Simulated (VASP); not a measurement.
Input of a VASP 6.6.1 run:

File INCAR:

```
PREC = Accurate
ENCUT = 520
EDIFF = 1E-6
ISMEAR = 0
SIGMA = 0.1
LREAL = F
LASPH = T
NELM = 80
ALGO = Normal
ISIF = 2
LWAVE = F
LCHARG = F
GGA = PE
NBANDS = 20
```

KPOINTS

```
Automatic mesh
0
Gamma
  4 4 4
```

POSCAR

```
TaBr2
1.0
    4.3407973300      0.0000000000      0.0000000000
    0.0000000000      4.3407973300      0.0000000000
    0.0000000000      0.0000000000      4.9542496400
Ta Br
1 2
Direct
    0.5000000000      0.5000000000      0.0000000000
    0.0000000000      0.0000000000      0.5000000000
    0.0000000000      0.0000000000      0.0000000000
```

Potentials or basis: VASP PAW PBE potentials, release 64 (Ta_pv, Br).

The run is started by

```console
$ cat potpaw_PBE.64/Ta_pv/POTCAR potpaw_PBE.64/Br/POTCAR > POTCAR
$ mpirun -np 1 vasp_std > vasp.out
```

Predict the pressure.

1.1 GPa.

Stress tensor (GPa, compression positive):
```
-7.31  0.00  0.00
 0.00 -7.31  0.00
 0.00  0.00 17.88
```

Caveat: the k points lie up to 0.36 Å⁻¹ apart; an odd number of electrons without spin polarisation forces a metal; a magnetic or distorted state may lie lower.
